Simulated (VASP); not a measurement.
# Na (I4_1/amd) in VASP: single point with PBEsol

Aim: the single point of Na with PBEsol.

Everything below comes from runs of VASP 6.6.1. Logs are shortened: lines on timing, memory, paths and dates and some standing lists are left out, and cuts for length are marked.

## Step 1: The cell of the first run

Symmetry: I4_1/amd, No. 141, tetragonal system. The conventional cell has a = 4.060 Å, b = 4.060 Å, c = 16.185 Å, α = 90.00°, β = 90.00°, γ = 90.00°. Within 5.3 Å of Na (site symmetry -4m2) lie 8 Na at 4.06 to 4.53 Å.

## Step 2: Single point, PBEsol (Cs replaced by Na, lengths x 0.808, strained)

The input, INCAR:

```
PREC     = Accurate       # precision mode
ENCUT    = 520            # plane-wave cutoff, eV
EDIFF    = 1E-6           # SCF threshold, eV
ISMEAR   = 0              # smearing method
SIGMA    = 0.1            # smearing width, eV
LREAL    = False          # projectors in reciprocal space
LASPH    = True           # aspherical terms in the spheres
NELM     = 100            # most SCF steps
ALGO     = Fast           # electronic algorithm
ISIF     = 2              # what is computed and relaxed
LWAVE    = False          # write WAVECAR
LCHARG   = True           # write CHGCAR
GGA      = PS             # functional
LELF     = True           # ELF
LVHAR    = True         
NBANDS   = 14             # bands
```

The input, KPOINTS:

```
regular mesh
0
Gamma
  14 14 14
```

The input, POSCAR:

```
Na
1.0
   -2.0298921197      2.0298921197      8.0926417205
    2.0298921197     -2.0298921197      8.0926417205
    2.0298921197      2.0298921197     -8.0926417205
Na
2
Direct
    0.2500000000      0.7500000000      0.5000000000
    0.5000000000      0.5000000000      0.0000000000
```

Potentials or basis: VASP PAW PBE potentials, release 64 (Na_pv).

On the command line:

```
$ cat potpaw_PBE.64/Na_pv/POTCAR > POTCAR
$ mpirun -np 1 vasp_std > vasp.out
```

OUTCAR:

```text
PREC = Accurate
   ENCUT = 520
   EDIFF = 1E-6
   ISMEAR = 0
   LREAL = False
   LASPH = True
   NELM = 100
   ISIF = 2
   GGA = PS

 ion  position               nearest neighbor table
   1  0.250  0.750  0.500-
   2  0.500  0.500  0.000-

  LATTYP: Found a body centered tetragonal cell.
 ALAT       =     4.0597842394
 C/A-ratio  =     3.9867348821

  Lattice vectors:

 A1 = (  -2.0298921197,   2.0298921197,   8.0926417205)
 A2 = (   2.0298921197,  -2.0298921197,   8.0926417205)
 A3 = (   2.0298921197,   2.0298921197,  -8.0926417205)

Analysis of symmetry for initial positions (statically):
=====================================================================
 Subroutine PRICEL returns:
 Original cell was already a primitive cell.

 Routine SETGRP: Setting up the symmetry group for a
 body centered tetragonal supercell.

 Subroutine GETGRP returns: Found 16 space group operations
 (whereof  8 operations were pure point group operations)
 out of a pool of 16 trial point group operations.

The static configuration has the point symmetry D_2d.
 The point group associated with its full space group is D_4h.

Analysis of symmetry for dynamics (positions and initial velocities):
=====================================================================
 Subroutine PRICEL returns:
 Original cell was already a primitive cell.

 Routine SETGRP: Setting up the symmetry group for a
 body centered tetragonal supercell.

 Subroutine GETGRP returns: Found 16 space group operations
 (whereof  8 operations were pure point group operations)
 out of a pool of 16 trial point group operations.

The dynamic configuration has the point symmetry D_2d.
 The point group associated with its full space group is D_4h.

 Subroutine INISYM returns: Found 16 space group operations
 (whereof  8 operations are pure point group operations),
 and found     1 'primitive' translations

----------------------------------------------------------------------------------------

                                     Primitive cell

  volume of cell :     133.3817

  direct lattice vectors                    reciprocal lattice vectors
    -2.029892120  2.029892120  8.092641720     0.000000000  0.246318509  0.061784522
     2.029892120 -2.029892120  8.092641720     0.246318509  0.000000000  0.061784522
     2.029892120  2.029892120 -8.092641720     0.246318509  0.246318509  0.000000000

  length of vectors
     8.586720797  8.586720797  8.586720797     0.253949079  0.253949079  0.348346976

  position of ions in fractional coordinates (direct lattice)
     0.250000000  0.750000000  0.500000000
     0.500000000  0.500000000  0.000000000

  ion indices of the primitive-cell ions
   primitive index   ion index
                 1           1
                 2           2

----------------------------------------------------------------------------------------

 KPOINTS: regular mesh

Automatic generation of k-mesh.
 Grid dimensions read from file:
 generate k-points for:   14   14   14

 Generating k-lattice:

  Cartesian coordinates                     Fractional coordinates (reciprocal lattice)
     0.000000000  0.017594179  0.004413180     0.071428571  0.000000000  0.000000000
     0.017594179  0.000000000  0.004413180     0.000000000  0.071428571  0.000000000
     0.017594179  0.017594179  0.000000000     0.000000000  0.000000000  0.071428571

  Length of vectors
     0.018139220  0.018139220  0.024881927

  Shift w.r.t. Gamma in fractional coordinates (k-lattice)
     0.000000000  0.000000000  0.000000000

 Subroutine IBZKPT returns following result:
 ===========================================

 Found    244 irreducible k-points:

 Following reciprocal coordinates:
            Coordinates               Weight
  0.000000  0.000000  0.000000      1.000000
  0.071429 -0.000000  0.000000      8.000000
  0.142857  0.000000  0.000000      8.000000
  0.214286  0.000000  0.000000      8.000000
  0.285714  0.000000 -0.000000      8.000000
  0.357143 -0.000000  0.000000      8.000000
[... 16 lines left out ...]
  0.214286  0.142857  0.000000     16.000000
  0.285714  0.142857 -0.000000     16.000000
 [... further k-points ...]
   k-points           NKPTS =    244   k-points in BZ     NKDIM =    244   number of bands    NBANDS=     14
   number of dos      NEDOS =    301   number of ions     NIONS =      2
   total plane-waves  NPLWV = 262144
   dimension x,y,z NGX =    64 NGY =   64 NGZ =   64
   dimension x,y,z NGXF=   128 NGYF=  128 NGZF=  128
   ions per type =               2
   NGX,Y,Z   is equivalent  to a cutoff of  12.39, 12.39, 12.39 a.u.
   NGXF,Y,Z  is equivalent  to a cutoff of  24.78, 24.78, 24.78 a.u.
 SYSTEM =  unknown system
   PREC   = accura    normal or accurate (medium, high low for compatibility)
   ISTART =      0    job   : 0-new  1-cont  2-samecut
   ICHARG =      2    charge: 1-file 2-atom 10-const
   ISPIN  =      1    spin polarized calculation?
   LNONCOLLINEAR =      F non collinear calculations
   LSORBIT =      F    spin-orbit coupling
   LASPH  =      T    aspherical Exc in radial PAW
   ENCUT  =  520.0 eV  38.22 Ry    6.18 a.u.  15.97 15.97 15.97*2*pi/ulx,y,z
   NELM   =    100;   NELMIN=  2; NELMDL= -5     # of ELM steps
   EDIFF  = 0.1E-05   stopping-criterion for ELM
   LREAL  =      F    real-space projection
   EDIFFG = 0.1E-04   stopping-criterion for IOM
   NSW    =      0    number of steps for IOM
   IBRION =     -1    ionic relax: 0-MD 1-quasi-New 2-CG
   NFREE  =      0    steps in history (QN), initial steepest desc. (CG)
   ISIF   =      2    stress and relaxation
   ISYM   =      2    0-nonsym 1-usesym 2-fastsym
   POTIM  = 0.5000    time-step for ionic-motion
   TEBEG  =    0.0;   TEEND  =   0.0 temperature during run
   PSTRESS=    0.0 pullay stress
   NELECT =      14.0000    total number of electrons
   NUPDOWN=      -1.0000    fix difference up-down
   EMIN   =  10.00;   EMAX   =-10.00  energy-range for DOS
   EFERMI =   0.00;   METHOD = LEGACY
   ISMEAR =     0;   SIGMA  =   0.10  broadening in eV -4-tet -1-fermi 0-gaus
   EFERMI_NEDOS =   21; number of points for ismear=-14 and -15
   IALGO  =     68    algorithm
   IMIX   =      4    mixing-type and parameters
     AMIX     =   0.40;   BMIX     =  1.00
     AMIX_MAG =   1.60;   BMIX_MAG =  1.00
  volume/ion in A,a.u.               =      66.69       450.05
  Fermi-wavevector in a.u.,A,eV,Ry     =   0.772240  1.459321  8.113890  0.596354
  Thomas-Fermi vector in A             =   1.873829
   LORBIT       =      0    0 simple, 1 ext, 2 COOP (PROOUT), +10 PAW based schemes
   GGA     = PS    functional components
   LHFCALC =     F    Hartree Fock is set to
   AEXX    =    0.0000 exact exchange contribution
   IVDW    =     0    specifies the selected vdW correction
   LEPSILON=     F    determine dielectric tensor
   LRPA    =     F    only Hartree local field effects (RPA)
 non-spin polarized calculation
 RMM-DIIS sequential band-by-band and
 Gauss-broadening in eV      SIGMA  =   0.10
  energy-cutoff  :      520.00
  volume of cell :      133.38
 maximum number of plane-waves:      3624
   NGX = 31   NGY = 31   NGZ = 31

 number of electron      13.9999993 magnetization

 Free energy of the ion-electron system (eV)
  ---------------------------------------------------
  ext. energy  EPLUGINS =         0.00000000
  ---------------------------------------------------
  free energy    TOTEN  =        -2.25899696 eV

  energy without entropy =       -2.25269251  energy(sigma->0) =       -2.25584474

 E-fermi :  -0.9445     XC(G=0):  -5.1411

 val. band max:       -0.9600298840   @ k =  -0.2857   0.5000   0.1429
 cond. band min:      -0.9436596284   @ k =  -0.2857   0.3571   0.2143
 fundamental gap:      0.0163702555
 Fermi energy:        -0.9444913645

 k-point     1 :       0.0000    0.0000    0.0000
  band No.  band energies     occupation
      1     -26.3439      2.00000
      2     -26.3417      2.00000
      3     -26.3417      2.00000
      4     -26.3416      2.00000
      5     -26.3416      2.00000
      6     -26.3409      2.00000
      7      -3.1649      2.00000
      8      -1.0278      1.76103
      9      -0.6767      0.00015
     10       5.6499      0.00000
     11       5.6745      0.00000
     12       5.8292      0.00000
     13       5.8906      0.00000
     14       6.2218      0.00000

 k-point     2 :       0.0714   -0.0000    0.0000
  band No.  band energies     occupation
      1     -26.3438      2.00000
      2     -26.3421      2.00000
      3     -26.3419      2.00000
      4     -26.3417      2.00000
      5     -26.3415      2.00000
      6     -26.3409      2.00000
      7      -3.1146      2.00000
      8      -1.0416      1.83033
      9      -0.5649      0.00000
     10       4.9358      0.00000
     11       5.0559      0.00000
     12       5.5039      0.00000
     13       5.9977      0.00000
     14       6.1979      0.00000

 k-point     3 :       0.1429    0.0000    0.0000
  band No.  band energies     occupation
      1     -26.3437      2.00000
      2     -26.3430      2.00000
      3     -26.3429      2.00000
      4     -26.3416      2.00000
      5     -26.3414      2.00000
      6     -26.3409      2.00000
      7      -2.9638      2.00000
      8      -1.0233      1.73490
      9      -0.2896      0.00000
     10       3.8234      0.00000
     11       4.1170      0.00000
     12       5.3495      0.00000
     13       6.2578      0.00000
     14       6.2821      0.00000
[... 324 lines left out ...]
 k-point    23 :       0.2143    0.1429    0.0000
  band No.  band energies     occupation
      1     -26.3444      2.00000
      2     -26.3442      2.00000
      3     -26.3431      2.00000
      4     -26.3429      2.00000
      5     -26.3426      2.00000
      6     -26.3410      2.00000
      7      -2.4774      2.00000
      8      -1.0089      1.63766
      9       0.6387      0.00000
     10       2.8080      0.00000
     11       3.4975      0.00000
     12       4.1792      0.00000
     13       4.7737      0.00000
     14       5.1699      0.00000

 k-point    24 :       0.2857    0.1429   -0.0000
  band No.  band energies     occupation
      1     -26.3459      2.00000
      2     -26.3457      2.00000
      3     -26.3428      2.00000
      4     -26.3427      2.00000
      5     -26.3424      2.00000
      6     -26.3410      2.00000
      7      -2.1168      2.00000
      8      -0.8130      0.06295
      9       1.1328      0.00000
     10       1.8440      0.00000
     11       2.7550      0.00000
     12       4.3201      0.00000
     13       4.9367      0.00000
     14       5.4202      0.00000

 [... further k-points ...]

------------------------ aborting loop because EDIFF is reached ----------------------------------------

  FORCE on cell =-STRESS in cart. coord.  units (eV):
  Direction    XX          YY          ZZ          XY          YZ          ZX
  --------------------------------------------------------------------------------------
  -------------------------------------------------------------------------------------
  Total       -1.0833085     -1.0833085     -1.3048428      0.0000000      0.0000000      0.0000000
  in kB      -13.0126727    -13.0126727    -15.6737368      0.0000000      0.0000000      0.0000000
  external PRESSURE =     -13.8996940 kB  Pullay stress =       0.0000000 kB

 VOLUME and BASIS-vectors are now :
 -----------------------------------------------------------------------------
  energy-cutoff  :      520.00
  volume of cell :      133.38
      direct lattice vectors                 reciprocal lattice vectors
    -2.029892120  2.029892120  8.092641720     0.000000000  0.246318509  0.061784522
     2.029892120 -2.029892120  8.092641720     0.246318509  0.000000000  0.061784522
     2.029892120  2.029892120 -8.092641720     0.246318509  0.246318509  0.000000000

 POSITION                                       TOTAL-FORCE (eV/Angst)
 -----------------------------------------------------------------------------------
      2.02989     -0.00000      4.04632        -0.000000     -0.000000      0.000000
      0.00000      0.00000      8.09264         0.000000      0.000000     -0.000000
 -----------------------------------------------------------------------------------
    total drift:                               -0.000000     -0.000000      0.000000

  FREE ENERGIE OF THE ION-ELECTRON SYSTEM (eV)
  ---------------------------------------------------
  free  energy   TOTEN  =        -2.2589969631 eV

  energy  without entropy=       -2.2526925077  energy(sigma->0) =       -2.25584474
```

Wall time 37 min (1 thread of Intel Xeon Platinum 8259CL at 2.50GHz (Skylake/Cascade Lake), shared host); peak memory 0.75 GiB.

Results:

```
Free energy            : -2.2590 eV
Pressure               : -1.4 GPa
Band gap on the k mesh : zero (bands 7 and 8 overlap by 3.99 eV)
```

Stress tensor (GPa, compression positive):
```
-1.30  0.00  0.00
 0.00 -1.30  0.00
 0.00  0.00 -1.57
```

Levels at points of the mesh, in eV from the Fermi level:
```csv
k point,band 4,band 5,band 6,band 7,band 8,band 9,band 10,band 11
"(0.00, 0.00, 0.00)",-25.40,-25.40,-25.40,-2.22,-0.08,0.27,6.59,6.62
"(0.50, 0.00, 0.00)",-25.40,-25.40,-25.40,0.13,0.30,1.27,1.43,3.47
"(0.50, 0.50, 0.00)",-25.40,-25.40,-25.40,2.28,2.28,2.65,2.65,3.14
"(0.50, 0.50, 0.50)",-25.40,-25.40,-25.40,-1.64,-1.64,2.91,2.91,6.61
```

Caveat: the cell differs from its parent crystal (Cs replaced by Na, lengths x 0.808, strained); the PAW data sets were made with another functional, which shifts forces and pressure a little.
